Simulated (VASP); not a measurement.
Here is a VASP 6.6.1 calculation.

INCAR

```
SYSTEM = CsSnI3
ALGO = Normal
EDIFF = 1E-7
ENCUT = 520
GGA = PS
ISIF = 2
ISMEAR = 0
LASPH = .TRUE.
LCHARG = .FALSE.
LREAL = .FALSE.
LWAVE = .FALSE.
NBANDS = 30
NELM = 60
PREC = Accurate
SIGMA = 0.01
```

The input KPOINTS:

```
k-points
0
G
  6 6 6
  0 0 0
```

Contents of POSCAR:

```
CsSnI3
1.0
    6.1340713840      0.0000000000      0.0000000000
    0.0000000000      6.1340713840      0.0000000000
    0.0000000000      0.0000000000      6.1340713840
Cs Sn I
1 1 3
Direct
    0.0000000000      0.0000000000      0.0000000000
    0.5000000000      0.5000000000      0.5000000000
    0.0000000000      0.5000000000      0.5000000000
    0.5000000000      0.0000000000      0.5000000000
    0.5000000000      0.5000000000      0.0000000000
```

Potentials or basis: VASP PAW PBE potentials, release 64 (Cs_sv, Sn_d, I).

The run is started by

```bash
$ cat potpaw_PBE.64/Cs_sv/POTCAR potpaw_PBE.64/Sn_d/POTCAR potpaw_PBE.64/I/POTCAR > POTCAR
$ mpirun -np 1 vasp_std > vasp.out
```

**Question.** Estimate the band gap on the k mesh.

**Answer.** 0.10 eV, direct.

**Question.** What does it give for the pressure?

**Answer.** 0.0 GPa.

Caveat: the PAW data sets were made with another functional, which shifts forces and pressure a little; spin-orbit coupling is left out, which moves the levels of the heavy elements. A k mesh can miss the band edges.
